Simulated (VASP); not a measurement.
A run of VASP 6.6.1 is set up as follows.

Contents of POSCAR:

```
Sb
1.0
    0.0000000000      2.3712425216      2.3712425216
    2.3712425216      0.0000000000      2.3712425216
    2.3712425216      2.3712425216      0.0000000000
Sb
1
Direct
    0.0000000000      0.0000000000      0.0000000000
```

The input INCAR.step1:

```
  ALGO = Normal
  EDIFF = 1E-5
  ENCUT = 520
  GGA = PE
  ISIF = 2
  ISMEAR = -1
  LASPH = True
  LCHARG = False
  LREAL = False
  LWAVE = True
  NBANDS = 8
  NELM = 100
  PREC = Accurate
  SIGMA = 0.05
```

INCAR.step2

```
  AEXX = 0.15
  ALGO = Normal
  EDIFF = 1E-6
  ENCUT = 520
  GGA = PE
  HFSCREEN = 0.2
  ISIF = 2
  ISMEAR = -1
  ISTART = 1
  LASPH = True
  LCHARG = False
  LHFCALC = True
  LREAL = False
  LWAVE = False
  NBANDS = 8
  NELM = 100
  PREC = Accurate
  PRECFOCK = Normal
  SIGMA = 0.05
```

File KPOINTS:

```
k-points
0
Gamma
  5 5 5
```

Potentials or basis: VASP PAW PBE potentials, release 64 (Sb).

Run with:

```sh
$ cat potpaw_PBE.64/Sb/POTCAR > POTCAR
$ cp INCAR.step1 INCAR
$ mpirun -np 1 vasp_std > vasp.out
$ cp INCAR.step2 INCAR
$ mpirun -np 1 vasp_std > vasp.out
```

(1) What does it give for the pressure?

Answers

(1) 0.0 GPa.

Caveat: the k points lie up to 0.46 Å⁻¹ apart; the PAW data sets were made with another functional, which shifts forces and pressure a little.
